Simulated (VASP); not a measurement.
A run of VASP 6.6.1 is set up as follows.

INCAR

```
SYSTEM = LiCl
  ALGO = Normal
  EDIFF = 1E-6
  ENCUT = 520
  GGA = PE
  ISIF = 2
  ISMEAR = 0
  LASPH = .TRUE.
  LCHARG = .FALSE.
  LREAL = .FALSE.
  LWAVE = .FALSE.
  NBANDS = 12
  NELM = 60
  PREC = Accurate
  SIGMA = 0.01
```

Contents of KPOINTS:

```
k-points
0
G
  6 6 6
  0 0 0
```

File POSCAR:

```
LiCl
1.0
    0.0000000000      2.7574202012      2.7574202012
    2.7574202012      0.0000000000      2.7574202012
    2.7574202012      2.7574202012      0.0000000000
Li Cl
1 1
Direct
    0.0000000000      0.0000000000      0.0000000000
    0.2500000000      0.2500000000      0.2500000000
```

Potentials or basis: VASP PAW PBE potentials, release 64 (Li_sv, Cl).

The run is started by

```sh
$ cat potpaw_PBE.64/Li_sv/POTCAR potpaw_PBE.64/Cl/POTCAR > POTCAR
$ mpirun -np 1 vasp_std > vasp.out
```

(1) Estimate the band gap on the k mesh.

## Answers

(1) 5.96 eV, direct.
